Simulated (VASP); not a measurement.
Here is a VASP 6.6.1 calculation.

The input INCAR:

```
SYSTEM = TaC
ALGO = Normal
EDIFF = 1E-6
ENCUT = 600
GGA = PS
GGA_COMPAT = .FALSE.
ISIF = 2
ISMEAR = 1
LASPH = .TRUE.
LCHARG = .FALSE.
LREAL = .FALSE.
LWAVE = .FALSE.
NBANDS = 14
NELM = 120
PREC = Accurate
SIGMA = 0.05
```

Contents of KPOINTS:

```
k-points
0
G
  7 7 7
  0 0 0
```

POSCAR

```
TaC
1.0
    0.0000000000      2.2230000000      2.2230000000
    2.2230000000      0.0000000000      2.2230000000
    2.2230000000      2.2230000000      0.0000000000
Ta C
1 1
Direct
    0.0000000000      0.0000000000      0.0000000000
    0.5000000000      0.5000000000      0.5000000000
```

Potentials or basis: VASP PAW PBE potentials, release 64 (Ta_pv, C).

Launch:

```sh
$ cat potpaw_PBE.64/Ta_pv/POTCAR potpaw_PBE.64/C/POTCAR > POTCAR
$ mpirun -np 1 vasp_std > vasp.out
```

Task: Estimate the pressure.

Result: -0.8 GPa.

Caveat: the PAW data sets were made with another functional, which shifts forces and pressure a little.
